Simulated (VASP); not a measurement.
**BAs: vibrations by perturbation theory with PBE**

Crystal: BAs.

```
CELL_PARAMETERS angstrom
0.00000 2.36630 2.36630
2.36630 0.00000 2.36630
2.36630 2.36630 0.00000
ATOMIC_POSITIONS crystal
B 0.00000 0.00000 0.00000
As 0.75000 0.75000 0.75000
```

- Program: VASP 6.6.1
- Task: vibrations by perturbation theory
- Functional: PBE
- Potentials or basis: VASP PAW PBE potentials, release 64 (B, As)
- Cutoff: 520 eV
- k mesh: 10 × 10 × 10
- Occupations: gaussian, width 0.01 eV
- Spin: no spin polarisation
- Dipole correction: no
- Further INCAR settings: ALGO = Normal; EDIFF = 1e-08; IBRION = 8; NSW = 1

```json
{
  "Electronic dielectric tensor (diagonal)": "9.76",
  "Born charges (mean of the diagonal)": "B -0.61; As +0.61 e",
  "Highest phonon frequency at Γ, LO-TO splitting left out": "716 cm⁻¹"
}
```

Phonon frequencies in cm⁻¹ (negative: imaginary):
```
              q point        frequencies
(0.000, 0.000, 0.000)  0 0 0 716 716 716
```

Electronic dielectric tensor:
```
9.76 0.00 0.00
0.00 9.76 0.00
0.00 0.00 9.76
```

Born effective charge tensors (e):
atom 1, B
```
-0.61  0.00  0.00
 0.00 -0.61  0.00
 0.00  0.00 -0.61
```
atom 2, As
```
0.61 0.00 0.00
0.00 0.61 0.00
0.00 0.00 0.61
```

It took 6.1 min on 1 thread of Intel Xeon 8259CL, on a shared host, peak memory 0.26 GiB.

Caveat: the cell stands under pressure or tension, which shifts response properties.
